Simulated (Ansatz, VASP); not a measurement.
**One calculation of Ni, two programs**

```
Ni
1.0
     0.00000    1.73807    1.73807
     1.73807    0.00000    1.73807
     1.73807    1.73807    0.00000
Ni
1
Cartesian
  0.0000 0.0000 0.0000
```

Alike in both runs: task single point; functional r2SCAN; k mesh 15 × 15 × 15; occupations gaussian, width 0.1 eV; collinear spin.

```csv
,VASP,Ansatz
version,VASP 6.6.1,Ansatz 0.2.0
potentials or method,"VASP PAW PBE potentials, release 64 (Ni), cutoff 520 eV","plane waves (500 eV) with PAW, scalar-relativistic"
valence electrons in the cell,10,18
```

```csv
,VASP,Ansatz,Ansatz less VASP
pressure (GPa),0.5,0.0,-0.49
net moment per atom (μB),0.69,0.71,+0.017
size of the moment on the site where the two differ most (μB),0.71,0.78,+0.064
```

VASP's potentials were made for PBE, not for r2SCAN. Site moments also hang on the region over which each program counts them. With one functional, cell and mesh, what is left measures potentials, basis and numerics. VASP's potentials hold 10 valence electrons a cell and Ansatz's 18, so a difference there can come from the potentials and not from the codes. Ansatz's warnings: stability check not made.
